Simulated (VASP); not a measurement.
Crystal: BaO.

```
CELL_PARAMETERS angstrom
0.00000 2.77199 2.77199
2.77199 0.00000 2.77199
2.77199 2.77199 0.00000
ATOMIC_POSITIONS crystal
Ba 0.50000 0.50000 0.50000
O 0.00000 0.00000 0.00000
```

Program: VASP 6.6.1. Alike in all runs: task single point; potentials or basis VASP PAW PBE potentials, release 64 (Ba_sv, O); cell as given; k mesh 8 × 8 × 8; smearing gaussian 0.05 eV.

**Question.** Order these runs on this cell by their pressure, lowest first.
A. level PBEsol; spin off; cutoff (eV) 600
B. level r2SCAN; spin off; cutoff (eV) 660
C. level revPBE; spin collinear, zero start; cutoff (eV) 600

**Answer.** A (-0.5 GPa), B (1.6 GPa), C (4.5 GPa).

Caveats: the PAW data sets were made with another functional, which shifts forces and pressure a little.
